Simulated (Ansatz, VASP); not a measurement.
One calculation of BN, two programs

Contents of INCAR:

```
SYSTEM = BN
PREC = Accurate
ENCUT = 520
EDIFF = 1E-7
ISMEAR = -1
SIGMA = 0.02
LREAL = .FALSE.
LASPH = .TRUE.
NELM = 100
ALGO = Normal
ISIF = 2
LWAVE = .FALSE.
LCHARG = .FALSE.
GGA = PE
NBANDS = 26
```

File KPOINTS:

```
Automatic mesh
0
G
  12 8 1
  0 0 0
```

The input POSCAR:

```
BN
1.0
    2.5630581729      0.0000000000      0.0000000000
    0.0000000000      3.6247116293      0.0000000000
    0.0000000000      0.0000000000     19.8446000000
B N
4 4
Direct
    0.0000000000      0.8335332904      0.4149549261
    0.5000000000      0.3764761338      0.4624640632
    0.0000000000      0.8764679690      0.5375370471
    0.5000000000      0.3335278475      0.5850450702
    0.5000000000      0.6500267814      0.4037015952
    0.0000000000      0.1399764569      0.4650494104
    0.5000000000      0.6399705440      0.5349496106
    0.0000000000      0.1500209770      0.5962982763
```

Input for Ansatz:

```yaml
crystal:
  lattice:
    - [2.5630581729, 0.0, 0.0]
    - [0.0, 3.6247116293, 0.0]
    - [0.0, 0.0, 19.8446]
  atoms:
    - { symbol: B, position: [0.0, 0.8335332904, 0.4149549261] }
    - { symbol: "N", position: [0.5, 0.6500267814, 0.4037015952] }
    - { symbol: B, position: [0.5, 0.3764761338, 0.4624640632] }
    - { symbol: "N", position: [0.0, 0.1399764569, 0.4650494104] }
    - { symbol: B, position: [0.0, 0.876467969, 0.5375370471] }
    - { symbol: "N", position: [0.5, 0.639970544, 0.5349496106] }
    - { symbol: B, position: [0.5, 0.3335278475, 0.5850450702] }
    - { symbol: "N", position: [0.0, 0.150020977, 0.5962982763] }
kpoints:
  mp_grid: { grid: [12, 8, 1] }
scf:
  occupations: { method: fermi_dirac, width: 0.02 }
hamiltonian:
  xc: pbe
  pseudopotentials: { kind: paw }
output:
  forces: true
  stress: true
  eigenvalues: true
  core_levels:
    shells: { B: ["1s"] }
    counted_from: conduction_bottom
    add_spin: false
  write_density: true
  write_potential: true
  elf: true
  volumetric_format: npy
```

Alike in both runs: task single point; functional PBE; k mesh 12 × 8 × 1; occupations fermi-dirac, width 0.02 eV; no spin polarisation.

|  | VASP | Ansatz |
| --- | --- | --- |
| version | VASP 6.6.1 | Ansatz 0.2.0 |
| potentials or method | VASP PAW PBE potentials, release 64 (B, N) | PAW with Ansatz's default frozen-core files, scalar-relativistic |
| plane-wave cutoff (eV) | 520 | 420 |
| valence electrons in the cell | 32 | 32 |

|  | VASP | Ansatz | Ansatz less VASP |
| --- | --- | --- | --- |
| gap on the k mesh at the Fermi level (eV) | 2.60 | 2.61 | +0.007 |
| rms of the force components (eV/Å) | 0.011 | 0.002 | -0.0091 |

Ansatz's warnings: structure snapped to symmetry, xc potential rough in thin density.
